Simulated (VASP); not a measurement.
# Hg (P6/mmm) in VASP: further runs

Runs on Hg. Level: r2SCAN. Tasks: single point.

Everything below comes from runs of VASP 6.6.1. Logs are shortened: lines on timing, memory, paths and dates and some standing lists are left out, and cuts for length are marked.

### Step 1. The cell of the first run

The structure is hexagonal, space group P6/mmm (No. 191). Conventional cell: a = 5.428 Å, b = 5.428 Å, c = 3.174 Å, α = 90.00°, β = 90.00°, γ = 120.00°. Hg (site symmetry 6/mmm) has 14 Hg at 3.17 to 3.51 Å within 4.2 Å. Hg (site symmetry -6m2) has 11 Hg at 3.13 to 3.51 Å within 4.1 Å.

### Step 2. Single point, r2SCAN

POSCAR

```
Hg
1.0
    5.4278387356      0.0000000000      0.0000000000
   -2.7139193678      4.7006462327      0.0000000000
    0.0000000000      0.0000000000      3.1744201647
Hg
3
Direct
    1.0000000000      1.0000000000      0.0000000000
    0.3333333333      0.6666666667      0.5000000000
    0.6666666667      0.3333333333      0.5000000000
```

INCAR.step1

```
SYSTEM = Hg
PREC = Accurate ; ENCUT = 520
ISMEAR = -1 ; SIGMA = 0.1
LREAL = .False. ; LASPH = .True.
NELM = 100 ; NBANDS = 25
GGA = PE ; ALGO = Normal
EDIFF = 1E-4 ; LWAVE = .True.
LCHARG = .False.
```

INCAR.step2

```
SYSTEM = Hg
PREC = Accurate ; ENCUT = 520
EDIFF = 1E-7 ; ISMEAR = -1
SIGMA = 0.1 ; LREAL = .False.
LASPH = .True. ; NELM = 100
ALGO = Normal ; ISIF = 2
LWAVE = .False. ; LCHARG = .False.
METAGGA = R2SCAN ; LMIXTAU = .True.
NBANDS = 25 ; ISTART = 1
```

KPOINTS

```
regular mesh
0
Gamma
  7 7 10
  0 0 0
```

Potentials or basis: VASP PAW PBE potentials, release 64 (Hg).

On the command line:

```sh
cat potpaw_PBE.64/Hg/POTCAR > POTCAR
cp INCAR.step1 INCAR
mpirun -np 1 vasp_std > vasp.out
cp INCAR.step2 INCAR
mpirun -np 1 vasp_std > vasp.out
```

OUTCAR:

```text
SYSTEM = Hg
   PREC = Accurate
   ENCUT = 520
   EDIFF = 1E-7
   ISMEAR = -1
   LREAL = .False.
   LASPH = .True.
   NELM = 100
   ISIF = 2
   METAGGA = R2SCAN
   ISTART = 1

 ion  position               nearest neighbor table
   1  0.000  0.000  0.000-   2 3.51   3 3.51   2 3.51   3 3.51   3 3.51   3 3.51   2 3.51   2 3.51
                             3 3.51   3 3.51   2 3.51   2 3.51
   2  0.333  0.667  0.500-   3 3.13   3 3.13   3 3.13   1 3.51   1 3.51   1 3.51   1 3.51   1 3.51
                             1 3.51
   3  0.667  0.333  0.500-   2 3.13   2 3.13   2 3.13   1 3.51   1 3.51   1 3.51   1 3.51   1 3.51
                             1 3.51

  LATTYP: Found a hexagonal cell.
 ALAT       =     5.4278387356
 C/A-ratio  =     0.5848405451

  Lattice vectors:

 A1 = (   5.4278387356,   0.0000000000,   0.0000000000)
 A2 = (  -2.7139193678,   4.7006462327,   0.0000000000)
 A3 = (   0.0000000000,   0.0000000000,   3.1744201647)

Analysis of symmetry for initial positions (statically):
=====================================================================
 Subroutine PRICEL returns:
 Original cell was already a primitive cell.

 Routine SETGRP: Setting up the symmetry group for a
 hexagonal supercell.

 Subroutine GETGRP returns: Found 24 space group operations
 (whereof 24 operations were pure point group operations)
 out of a pool of 24 trial point group operations.

The static configuration has the point symmetry D_6h.

Analysis of symmetry for dynamics (positions and initial velocities):
=====================================================================
 Subroutine PRICEL returns:
 Original cell was already a primitive cell.

 Routine SETGRP: Setting up the symmetry group for a
 hexagonal supercell.

 Subroutine GETGRP returns: Found 24 space group operations
 (whereof 24 operations were pure point group operations)
 out of a pool of 24 trial point group operations.

The dynamic configuration has the point symmetry D_6h.

 Subroutine INISYM returns: Found 24 space group operations
 (whereof 24 operations are pure point group operations),
 and found     1 'primitive' translations

----------------------------------------------------------------------------------------

                                     Primitive cell

  volume of cell :      80.9933

  direct lattice vectors                    reciprocal lattice vectors
     5.427838736  0.000000000  0.000000000     0.184235393  0.106368353  0.000000000
    -2.713919368  4.700646233  0.000000000     0.000000000  0.212736707  0.000000000
     0.000000000  0.000000000  3.174420165     0.000000000  0.000000000  0.315018160

  length of vectors
     5.427838736  5.427838736  3.174420165     0.212736707  0.212736707  0.315018160

  position of ions in fractional coordinates (direct lattice)
     0.000000000  0.000000000  0.000000000
     0.333333333  0.666666667  0.500000000
     0.666666667  0.333333333  0.500000000

  ion indices of the primitive-cell ions
   primitive index   ion index
                 1           1
                 2           2
                 3           3

----------------------------------------------------------------------------------------

 KPOINTS: regular mesh

Automatic generation of k-mesh.
 Grid dimensions read from file:
 generate k-points for:    7    7   10

 Generating k-lattice:

  Cartesian coordinates                     Fractional coordinates (reciprocal lattice)
     0.026319342  0.015195479  0.000000000     0.142857143 -0.000000000  0.000000000
     0.000000000  0.030390958  0.000000000     0.000000000  0.142857143  0.000000000
     0.000000000  0.000000000  0.031501816     0.000000000  0.000000000  0.100000000

  Length of vectors
     0.030390958  0.030390958  0.031501816

  Shift w.r.t. Gamma in fractional coordinates (k-lattice)
     0.000000000  0.000000000  0.000000000

 Subroutine IBZKPT returns following result:
 ===========================================

 Found     48 irreducible k-points:

 Following reciprocal coordinates:
            Coordinates               Weight
  0.000000  0.000000  0.000000      1.000000
  0.142857  0.000000  0.000000      6.000000
  0.285714  0.000000  0.000000      6.000000
  0.428571  0.000000  0.000000      6.000000
  0.142857  0.142857  0.000000      6.000000
  0.285714  0.142857  0.000000     12.000000
[... 16 lines left out ...]
  0.428571  0.142857  0.200000     12.000000
  0.285714  0.285714  0.200000     12.000000
 [... further k-points ...]
   k-points           NKPTS =     48   k-points in BZ     NKDIM =     48   number of bands    NBANDS=     25
   number of dos      NEDOS =    301   number of ions     NIONS =      3
   total plane-waves  NPLWV =  38400
   dimension x,y,z NGX =    40 NGY =   40 NGZ =   24
   dimension x,y,z NGXF=    80 NGYF=   80 NGZF=   48
   ions per type =               3
   NGX,Y,Z   is equivalent  to a cutoff of  12.25, 12.25, 12.57 a.u.
   NGXF,Y,Z  is equivalent  to a cutoff of  24.50, 24.50, 25.14 a.u.
 SYSTEM =  Hg
   PREC   = accura    normal or accurate (medium, high low for compatibility)
   ISTART =      1    job   : 0-new  1-cont  2-samecut
   ICHARG =      0    charge: 1-file 2-atom 10-const
   ISPIN  =      1    spin polarized calculation?
   LNONCOLLINEAR =      F non collinear calculations
   LSORBIT =      F    spin-orbit coupling
   LASPH  =      T    aspherical Exc in radial PAW
   ENCUT  =  520.0 eV  38.22 Ry    6.18 a.u.  10.09 10.09  5.90*2*pi/ulx,y,z
   NELM   =    100;   NELMIN=  2; NELMDL=  0     # of ELM steps
   EDIFF  = 0.1E-06   stopping-criterion for ELM
   LREAL  =      F    real-space projection
   EDIFFG = 0.1E-05   stopping-criterion for IOM
   NSW    =      0    number of steps for IOM
   IBRION =     -1    ionic relax: 0-MD 1-quasi-New 2-CG
   NFREE  =      0    steps in history (QN), initial steepest desc. (CG)
   ISIF   =      2    stress and relaxation
   ISYM   =      2    0-nonsym 1-usesym 2-fastsym
   POTIM  = 0.5000    time-step for ionic-motion
   TEBEG  =    0.0;   TEEND  =   0.0 temperature during run
   PSTRESS=    0.0 pullay stress
   NELECT =      36.0000    total number of electrons
   NUPDOWN=      -1.0000    fix difference up-down
   EMIN   =  10.00;   EMAX   =-10.00  energy-range for DOS
   EFERMI =   0.00;   METHOD = LEGACY
   ISMEAR =    -1;   SIGMA  =   0.10  broadening in eV -4-tet -1-fermi 0-gaus
   EFERMI_NEDOS =   21; number of points for ismear=-14 and -15
   IALGO  =     38    algorithm
   IMIX   =      4    mixing-type and parameters
     AMIX     =   0.40;   BMIX     =  1.00
     AMIX_MAG =   1.60;   BMIX_MAG =  1.00
  volume/ion in A,a.u.               =      27.00       182.19
  Fermi-wavevector in a.u.,A,eV,Ry     =   1.249375  2.360976 21.237838  1.560937
  Thomas-Fermi vector in A             =   2.383418
   LORBIT       =      0    0 simple, 1 ext, 2 COOP (PROOUT), +10 PAW based schemes
   METAGGA = R2SCAN    functional components
   LHFCALC =     F    Hartree Fock is set to
   AEXX    =    0.0000 exact exchange contribution
   IVDW    =     0    specifies the selected vdW correction
   LEPSILON=     F    determine dielectric tensor
   LRPA    =     F    only Hartree local field effects (RPA)
 non-spin polarized calculation
  energy-cutoff  :      520.00
  volume of cell :       80.99
 maximum number of plane-waves:      2198
   NGX = 21   NGY = 21   NGZ = 11

 number of electron      36.0000004 magnetization

 Free energy of the ion-electron system (eV)
  ---------------------------------------------------
  ext. energy  EPLUGINS =         0.00000000
  ---------------------------------------------------
  free energy    TOTEN  =      -148.10113246 eV

  energy without entropy =     -148.08723152  energy(sigma->0) =     -148.09418199

 E-fermi :   1.6649     XC(G=0): -10.6605

 val. band max:        1.4528689119   @ k =   0.2857   0.0000   0.0000
 cond. band min:       1.6965963246   @ k =   0.0000   0.0000   0.3000
 fundamental gap:      0.2437274126
 Fermi energy:         1.6649084543

 k-point     1 :       0.0000    0.0000    0.0000
  band No.  band energies     occupation
      1      -6.5894      2.00000
      2      -6.1567      2.00000
      3      -5.7452      2.00000
      4      -5.5735      2.00000
      5      -5.3746      2.00000
      6      -5.3746      2.00000
[... 17 lines left out ...]
     24      15.2109      0.00000
     25      15.9552      0.00000

 k-point     2 :       0.1429    0.0000    0.0000
  band No.  band energies     occupation
      1      -6.4312      2.00000
      2      -6.1318      2.00000
      3      -5.7697      2.00000
      4      -5.6280      2.00000
      5      -5.5002      2.00000
      6      -5.4931      2.00000
[... 17 lines left out ...]
     24      14.3373      0.00000
     25      14.9984      0.00000

 k-point     3 :       0.2857    0.0000    0.0000
  band No.  band energies     occupation
      1      -6.0664      2.00000
      2      -6.0483      2.00000
      3      -5.8567      2.00000
      4      -5.7982      2.00000
      5      -5.6116      2.00000
      6      -5.5435      2.00000
[... 17 lines left out ...]
     24      11.6166      0.00000
     25      12.9600      0.00000

 k-point     4 :       0.4286    0.0000    0.0000
  band No.  band energies     occupation
      1      -6.0560      2.00000
      2      -5.9770      2.00000
      3      -5.8869      2.00000
      4      -5.7516      2.00000
      5      -5.6655      2.00000
      6      -5.3892      2.00000
[... 17 lines left out ...]
     24      10.8367      0.00000
     25      12.3076      0.00000

 k-point     5 :       0.1429    0.1429    0.0000
  band No.  band energies     occupation
      1      -6.1597      2.00000
      2      -6.0865      2.00000
      3      -5.8093      2.00000
      4      -5.7508      2.00000
      5      -5.6376      2.00000
      6      -5.5455      2.00000
[... 17 lines left out ...]
     24      12.0353      0.00000
     25      14.3981      0.00000

 k-point     6 :       0.2857    0.1429    0.0000
  band No.  band energies     occupation
      1      -6.0282      2.00000
      2      -5.9993      2.00000
      3      -5.8740      2.00000
      4      -5.7893      2.00000
      5      -5.6889      2.00000
      6      -5.5830      2.00000
[... 17 lines left out ...]
     24      11.8935      0.00000
     25      12.6592      0.00000
[... 393 lines left out ...]
 k-point    21 :       0.1429    0.1429    0.2000
  band No.  band energies     occupation
      1      -5.8846      2.00000
      2      -5.6741      2.00000
      3      -5.6439      2.00000
      4      -5.5386      2.00000
      5      -5.3843      2.00000
      6      -5.3447      2.00000
[... 17 lines left out ...]
     24      10.8266      0.00000
     25      11.1126      0.00000

 k-point    22 :       0.2857    0.1429    0.2000
  band No.  band energies     occupation
      1      -5.8590      2.00000
      2      -5.7041      2.00000
      3      -5.6834      2.00000
      4      -5.5197      2.00000
      5      -5.3955      2.00000
      6      -5.2760      2.00000
[... 17 lines left out ...]
     24      10.1131      0.00000
     25      10.5349      0.00000

 k-point    23 :       0.4286    0.1429    0.2000
  band No.  band energies     occupation
      1      -5.8969      2.00000
      2      -5.6976      2.00000
      3      -5.6657      2.00000
      4      -5.5029      2.00000
      5      -5.3892      2.00000
      6      -5.3424      2.00000
[... 17 lines left out ...]
     24      10.4333      0.00000
     25      11.2649      0.00000

 k-point    24 :       0.2857    0.2857    0.2000
  band No.  band energies     occupation
      1      -5.9067      2.00000
      2      -5.6927      2.00000
      3      -5.6831      2.00000
      4      -5.4968      2.00000
      5      -5.4172      2.00000
      6      -5.3841      2.00000
[... 17 lines left out ...]
     24       9.7422      0.00000
     25      11.7830      0.00000

 [... further k-points ...]

------------------------ aborting loop because EDIFF is reached ----------------------------------------

  FORCE on cell =-STRESS in cart. coord.  units (eV):
  Direction    XX          YY          ZZ          XY          YZ          ZX
  --------------------------------------------------------------------------------------
  -------------------------------------------------------------------------------------
  Total        0.1074817      0.1074817      0.1344731      0.0000000     -0.0000000      0.0000000
  in kB        2.1261607      2.1261607      2.6600954      0.0000000     -0.0000000      0.0000000
  external PRESSURE =       2.3041389 kB  Pullay stress =       0.0000000 kB

 VOLUME and BASIS-vectors are now :
 -----------------------------------------------------------------------------
  energy-cutoff  :      520.00
  volume of cell :       80.99
      direct lattice vectors                 reciprocal lattice vectors
     5.427838736  0.000000000  0.000000000     0.184235393  0.106368353  0.000000000
    -2.713919368  4.700646233  0.000000000     0.000000000  0.212736707  0.000000000
     0.000000000  0.000000000  3.174420165     0.000000000  0.000000000  0.315018160

 POSITION                                       TOTAL-FORCE (eV/Angst)
 -----------------------------------------------------------------------------------
      0.00000      0.00000      0.00000         0.000000      0.000000      0.000000
     -0.00000      3.13376      1.58721        -0.000000      0.000000      0.000000
      2.71392      1.56688      1.58721         0.000000      0.000000     -0.000000
 -----------------------------------------------------------------------------------
    total drift:                                0.000000     -0.000000      0.000000

  FREE ENERGIE OF THE ION-ELECTRON SYSTEM (eV)
  ---------------------------------------------------
  free  energy   TOTEN  =      -148.1011324552 eV

  energy  without entropy=     -148.0872315227  energy(sigma->0) =     -148.09418199
```

Wall time 7.2 min (1 thread of Oxide Virtual Turin-like, shared host); peak memory 0.21 GiB.

Results:

* Free energy: -148.1011 eV
* Pressure: 0.2 GPa
* Band gap on the k mesh: zero (bands 18 and 19 overlap by 2.94 eV)

Caveat: the PAW data sets were made with another functional, which shifts forces and pressure a little; spin-orbit coupling is left out, which moves the levels of the heavy elements.

### Step 3. Single point, r2SCAN (23.76 Å³/atom)

This run uses another cell than the first one, of 23.76 Å³/atom.

POSCAR

```
Hg
1.0
    5.2014108598      0.0000000000      0.0000000000
   -2.6007054299      4.5045539401      0.0000000000
    0.0000000000      0.0000000000      3.0419959624
Hg
3
Direct
    1.0000000000      1.0000000000      0.0000000000
    0.3333333333      0.6666666667      0.5000000000
    0.6666666667      0.3333333333      0.5000000000
```

INCAR.step1

```
ALGO = Normal ; EDIFF = 1E-4
ENCUT = 520 ; GGA = PE
ISMEAR = -1 ; LASPH = True
LCHARG = False ; LREAL = False
LWAVE = True ; NBANDS = 25
NELM = 100 ; PREC = Accurate
SIGMA = 0.1
```

INCAR.step2

```
ALGO = Normal ; EDIFF = 1E-6
ENCUT = 520 ; ISIF = 2
ISMEAR = -1 ; ISTART = 1
LASPH = True ; LCHARG = True
LELF = True ; LMIXTAU = True
LREAL = False ; LVHAR = True
LWAVE = False ; METAGGA = R2SCAN
NBANDS = 25 ; NELM = 100
PREC = Accurate ; SIGMA = 0.1
```

KPOINTS

```
k-points
0
Gamma
  8 8 11
```

Potentials or basis: VASP PAW PBE potentials, release 64 (Hg).

On the command line:

```sh
cat potpaw_PBE.64/Hg/POTCAR > POTCAR
cp INCAR.step1 INCAR
mpirun -np 1 vasp_std > vasp.out
cp INCAR.step2 INCAR
mpirun -np 1 vasp_std > vasp.out
```

OUTCAR:

```text
EDIFF = 1E-6
   ENCUT = 520
   ISIF = 2
   ISMEAR = -1
   ISTART = 1
   LASPH = True
   LREAL = False
   METAGGA = R2SCAN
   NELM = 100
   PREC = Accurate

 ion  position               nearest neighbor table
   1  0.000  0.000  0.000-   2 3.37   3 3.37   2 3.37   3 3.37   2 3.37   2 3.37   3 3.37   3 3.37
                             3 3.37   3 3.37   2 3.37   2 3.37
   2  0.333  0.667  0.500-   3 3.00   3 3.00   3 3.00   1 3.37   1 3.37   1 3.37   1 3.37   1 3.37
                             1 3.37
   3  0.667  0.333  0.500-   2 3.00   2 3.00   2 3.00   1 3.37   1 3.37   1 3.37   1 3.37   1 3.37
[... 873 lines left out ...]
  --------------------------------------------------------------------------------------
  -------------------------------------------------------------------------------------
  Total        2.0286530      2.0286530      1.9443822     -0.0000000      0.0000000      0.0000000
  in kB       45.6023017     45.6023017     43.7079690     -0.0000000      0.0000000      0.0000000
  external PRESSURE =      44.9708574 kB  Pullay stress =       0.0000000 kB

 VOLUME and BASIS-vectors are now :
 -----------------------------------------------------------------------------
  energy-cutoff  :      520.00
  volume of cell :       71.27
      direct lattice vectors                 reciprocal lattice vectors
     5.201410860  0.000000000  0.000000000     0.192255530  0.110998782  0.000000000
    -2.600705430  4.504553940  0.000000000     0.000000000  0.221997564  0.000000000
     0.000000000  0.000000000  3.041995962     0.000000000  0.000000000  0.328731534

 POSITION                                       TOTAL-FORCE (eV/Angst)
 -----------------------------------------------------------------------------------
      0.00000      0.00000      0.00000        -0.000000      0.000000      0.000000
     -0.00000      3.00304      1.52100         0.000000      0.000000      0.000000
      2.60071      1.50152      1.52100        -0.000000      0.000000      0.000000
 -----------------------------------------------------------------------------------
    total drift:                                0.000000     -0.000000      0.000000

  FREE ENERGIE OF THE ION-ELECTRON SYSTEM (eV)
  ---------------------------------------------------
  free  energy   TOTEN  =      -147.9711131282 eV

  energy  without entropy=     -147.9537454498  energy(sigma->0) =     -147.96242929
```

Wall time 7.2 min (1 thread of Oxide Virtual Turin-like, shared host); peak memory 0.21 GiB.

What came out:

```
Free energy            : -147.9711 eV
Pressure               : 4.5 GPa
Band gap on the k mesh : zero (bands 18 and 19 overlap by 3.88 eV)
```

Caveat: the cell stands under pressure; the PAW data sets were made with another functional, which shifts forces and pressure a little; spin-orbit coupling is left out, which moves the levels of the heavy elements.

[end of part 1 of 2]

The gap in the log of VASP goes by the Fermi energy; the results here count the filled bands.